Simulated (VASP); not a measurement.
# Al3GaN4 (P-43m) in VASP: a series of runs, part 2 of 2

VASP 6.6.1. Earlier steps stand in the parts before.

**3. Single point, LDA**

The input, INCAR:

```
PREC = Accurate
ENCUT = 520
EDIFF = 1E-6
ISMEAR = 0
SIGMA = 0.01
LREAL = F
LASPH = T
NELM = 60
ALGO = Normal
ISIF = 2
LWAVE = F
LCHARG = F
NBANDS = 31
```

The input, KPOINTS:

```
Automatic mesh
0
Gamma
  6 6 6
```

The input, POSCAR:

```
Al3GaN4
1.0
    4.3702240539      0.0000000000      0.0000000000
    0.0000000000      4.3702240539      0.0000000000
    0.0000000000      0.0000000000      4.3702240539
Al Ga N
3 1 4
Direct
    0.5000000000      0.5000000000      0.0000000000
    0.5000000000      0.0000000000      0.5000000000
    0.0000000000      0.5000000000      0.5000000000
    0.0000000000      0.0000000000      0.0000000000
    0.7448945398      0.7448945398      0.2551054602
    0.7448945398      0.2551054602      0.7448945398
    0.2551054602      0.7448945398      0.7448945398
    0.2551054602      0.2551054602      0.2551054602
```

Potentials or basis: VASP PAW LDA potentials, release 64 (Al, Ga_d, N).

Launch:

```console
$ cat potpaw_LDA.64/Al/POTCAR potpaw_LDA.64/Ga_d/POTCAR potpaw_LDA.64/N/POTCAR > POTCAR
$ mpirun -np 1 vasp_std > vasp.out
```

OUTCAR:

```text
PREC = Accurate
   ENCUT = 520
   EDIFF = 1E-6
   ISMEAR = 0
   LREAL = F
   LASPH = T
   NELM = 60
   ISIF = 2

 ion  position               nearest neighbor table
   1  0.500  0.500  0.000-   5 1.88   6 1.88   7 1.88   8 1.88   3 3.09   4 3.09   2 3.09   2 3.09
                             3 3.09   2 3.09   4 3.09   2 3.09   3 3.09   4 3.09   3 3.09   4 3.09
   2  0.500  0.000  0.500-   5 1.88   6 1.88   7 1.88   8 1.88   3 3.09   4 3.09   1 3.09   1 3.09
                             4 3.09   1 3.09   3 3.09   1 3.09   3 3.09   4 3.09   4 3.09   3 3.09
   3  0.000  0.500  0.500-   5 1.88   6 1.88   7 1.88   8 1.88   2 3.09   4 3.09   1 3.09   1 3.09
                             4 3.09   2 3.09   4 3.09   4 3.09   1 3.09   2 3.09   1 3.09   2 3.09
   4  0.000  0.000  0.000-   5 1.93   6 1.93   7 1.93   8 1.93   2 3.09   3 3.09   1 3.09   2 3.09
                             3 3.09   1 3.09   3 3.09   3 3.09   1 3.09   2 3.09   2 3.09   1 3.09
   5  0.745  0.745  0.255-   1 1.88   2 1.88   3 1.88   4 1.93
   6  0.745  0.255  0.745-   1 1.88   2 1.88   3 1.88   4 1.93
   7  0.255  0.745  0.745-   1 1.88   2 1.88   3 1.88   4 1.93
   8  0.255  0.255  0.255-   1 1.88   2 1.88   3 1.88   4 1.93

  LATTYP: Found a simple cubic cell.
 ALAT       =     4.3702240539

  Lattice vectors:

 A1 = (   4.3702240539,   0.0000000000,   0.0000000000)
 A2 = (   0.0000000000,   4.3702240539,   0.0000000000)
 A3 = (   0.0000000000,   0.0000000000,   4.3702240539)

Analysis of symmetry for initial positions (statically):
=====================================================================
 Subroutine PRICEL returns:
 Original cell was already a primitive cell.

 Routine SETGRP: Setting up the symmetry group for a
 simple cubic supercell.

 Subroutine GETGRP returns: Found 24 space group operations
 (whereof 24 operations were pure point group operations)
 out of a pool of 48 trial point group operations.

The static configuration has the point symmetry T_d .

Analysis of symmetry for dynamics (positions and initial velocities):
=====================================================================
 Subroutine PRICEL returns:
 Original cell was already a primitive cell.

 Routine SETGRP: Setting up the symmetry group for a
 simple cubic supercell.

 Subroutine GETGRP returns: Found 24 space group operations
 (whereof 24 operations were pure point group operations)
 out of a pool of 48 trial point group operations.

The dynamic configuration has the point symmetry T_d .

 Subroutine INISYM returns: Found 24 space group operations
 (whereof 24 operations are pure point group operations),
 and found     1 'primitive' translations

----------------------------------------------------------------------------------------

                                     Primitive cell

  volume of cell :      83.4663

  direct lattice vectors                    reciprocal lattice vectors
     4.370224054  0.000000000  0.000000000     0.228821220  0.000000000  0.000000000
     0.000000000  4.370224054  0.000000000     0.000000000  0.228821220  0.000000000
     0.000000000  0.000000000  4.370224054     0.000000000  0.000000000  0.228821220

  length of vectors
     4.370224054  4.370224054  4.370224054     0.228821220  0.228821220  0.228821220

[... 53 lines left out ...]
  0.166667  0.166667  0.000000     12.000000
  0.333333  0.166667  0.000000     24.000000
[... 12 lines left out ...]
  0.500000  0.500000  0.333333      6.000000
  0.500000  0.500000  0.500000      1.000000
   k-points           NKPTS =     20   k-points in BZ     NKDIM =     20   number of bands    NBANDS=     31
   number of dos      NEDOS =    301   number of ions     NIONS =      8
   total plane-waves  NPLWV =  46656
   dimension x,y,z NGX =    36 NGY =   36 NGZ =   36
   dimension x,y,z NGXF=    72 NGYF=   72 NGZF=   72
   ions per type =               3   1   4
   NGX,Y,Z   is equivalent  to a cutoff of  13.69, 13.69, 13.69 a.u.
   NGXF,Y,Z  is equivalent  to a cutoff of  27.39, 27.39, 27.39 a.u.
 SYSTEM =  unknown system
   PREC   = accura    normal or accurate (medium, high low for compatibility)
   ISTART =      0    job   : 0-new  1-cont  2-samecut
   ICHARG =      2    charge: 1-file 2-atom 10-const
   ISPIN  =      1    spin polarized calculation?
   LNONCOLLINEAR =      F non collinear calculations
   LSORBIT =      F    spin-orbit coupling
   LASPH  =      T    aspherical Exc in radial PAW
   ENCUT  =  520.0 eV  38.22 Ry    6.18 a.u.   8.13  8.13  8.13*2*pi/ulx,y,z
   NELM   =     60;   NELMIN=  2; NELMDL= -5     # of ELM steps
   EDIFF  = 0.1E-05   stopping-criterion for ELM
   LREAL  =      F    real-space projection
   EDIFFG = 0.1E-04   stopping-criterion for IOM
   NSW    =      0    number of steps for IOM
   IBRION =     -1    ionic relax: 0-MD 1-quasi-New 2-CG
   NFREE  =      0    steps in history (QN), initial steepest desc. (CG)
   ISIF   =      2    stress and relaxation
   ISYM   =      2    0-nonsym 1-usesym 2-fastsym
   POTIM  = 0.5000    time-step for ionic-motion
   TEBEG  =    0.0;   TEEND  =   0.0 temperature during run
   PSTRESS=    0.0 pullay stress
   NELECT =      42.0000    total number of electrons
   NUPDOWN=      -1.0000    fix difference up-down
   EMIN   =  10.00;   EMAX   =-10.00  energy-range for DOS
   EFERMI =   0.00;   METHOD = LEGACY
   ISMEAR =     0;   SIGMA  =   0.01  broadening in eV -4-tet -1-fermi 0-gaus
   EFERMI_NEDOS =   21; number of points for ismear=-14 and -15
   IALGO  =     38    algorithm
   IMIX   =      4    mixing-type and parameters
     AMIX     =   0.40;   BMIX     =  1.00
     AMIX_MAG =   1.60;   BMIX_MAG =  1.00
  volume/ion in A,a.u.               =      10.43        70.41
  Fermi-wavevector in a.u.,A,eV,Ry     =   1.302130  2.460668 23.069244  1.695542
  Thomas-Fermi vector in A             =   2.433218
   LORBIT       =      0    0 simple, 1 ext, 2 COOP (PROOUT), +10 PAW based schemes
   GGA     = CA    functional components
   LHFCALC =     F    Hartree Fock is set to
   AEXX    =    0.0000 exact exchange contribution
   IVDW    =     0    specifies the selected vdW correction
   LEPSILON=     F    determine dielectric tensor
   LRPA    =     F    only Hartree local field effects (RPA)
 non-spin polarized calculation
 Gauss-broadening in eV      SIGMA  =   0.01
  energy-cutoff  :      520.00
  volume of cell :       83.47
 maximum number of plane-waves:      2301
 NGX is ok and might be reduce to    36
   NGX = 17   NGY = 17   NGZ = 17

 number of electron      41.9999997 magnetization

 Free energy of the ion-electron system (eV)
  ---------------------------------------------------
  ext. energy  EPLUGINS =         0.00000000
  ---------------------------------------------------
  free energy    TOTEN  =       -63.06785776 eV

  energy without entropy =      -63.06785776  energy(sigma->0) =      -63.06785776

 E-fermi :   5.8139     XC(G=0): -11.6015

 val. band max:        5.7119800041   @ k =   0.0000   0.0000   0.0000
 cond. band min:       9.0740167562   @ k =   0.0000   0.0000   0.0000
 fundamental gap:      3.3620367521
 Fermi energy:         5.8138695684

 k-point     1 :       0.0000    0.0000    0.0000
  band No.  band energies     occupation
      1      -9.4785      2.00000
      2      -7.7577      2.00000
      3      -7.7577      2.00000
      4      -7.7577      2.00000
      5      -7.0439      2.00000
      6      -7.0439      2.00000
[... 669 lines left out ...]
     30      16.4340      0.00000
     31      16.4706      0.00000

------------------------ aborting loop because EDIFF is reached ----------------------------------------

  FORCE on cell =-STRESS in cart. coord.  units (eV):
  Direction    XX          YY          ZZ          XY          YZ          ZX
  --------------------------------------------------------------------------------------
  -------------------------------------------------------------------------------------
  Total        0.3873376      0.3873376      0.3873376      0.0000000      0.0000000      0.0000000
  in kB        7.4351391      7.4351391      7.4351391      0.0000000      0.0000000      0.0000000
  external PRESSURE =       7.4351391 kB  Pullay stress =       0.0000000 kB

 VOLUME and BASIS-vectors are now :
 -----------------------------------------------------------------------------
  energy-cutoff  :      520.00
  volume of cell :       83.47
      direct lattice vectors                 reciprocal lattice vectors
     4.370224054  0.000000000  0.000000000     0.228821220  0.000000000  0.000000000
     0.000000000  4.370224054  0.000000000     0.000000000  0.228821220  0.000000000
     0.000000000  0.000000000  4.370224054     0.000000000  0.000000000  0.228821220

 POSITION                                       TOTAL-FORCE (eV/Angst)
 -----------------------------------------------------------------------------------
      2.18511      2.18511      0.00000         0.000000     -0.000000      0.000000
      2.18511      0.00000      2.18511         0.000000     -0.000000      0.000000
      0.00000      2.18511      2.18511         0.000000      0.000000      0.000000
      0.00000      0.00000      0.00000         0.000000      0.000000      0.000000
      3.25536      3.25536      1.11487        -0.014104     -0.014104      0.014104
      3.25536      1.11487      3.25536        -0.014104      0.014104     -0.014104
      1.11487      3.25536      3.25536         0.014104     -0.014104     -0.014104
      1.11487      1.11487      1.11487         0.014104      0.014104      0.014104
 -----------------------------------------------------------------------------------
    total drift:                                0.000000      0.000000      0.000000

  FREE ENERGIE OF THE ION-ELECTRON SYSTEM (eV)
  ---------------------------------------------------
  free  energy   TOTEN  =       -63.0678577641 eV

  energy  without entropy=      -63.0678577641  energy(sigma->0) =      -63.06785776
```

It took 88 s on 1 thread of Intel Xeon 8259CL, shared host; peak memory 0.2 GiB.

Results:

- Free energy: -63.0679 eV
- Pressure: 0.7 GPa
- Largest force: 0.024 eV/Å
- Band gap on the k mesh: 3.36 eV

Forces in eV/Å, atoms in the order of the input:
```
Al   0.000  0.000  0.000
Al   0.000  0.000  0.000
Al   0.000  0.000  0.000
Ga   0.000  0.000  0.000
N   -0.014 -0.014  0.014
N   -0.014  0.014 -0.014
N    0.014 -0.014 -0.014
N    0.014  0.014  0.014
```
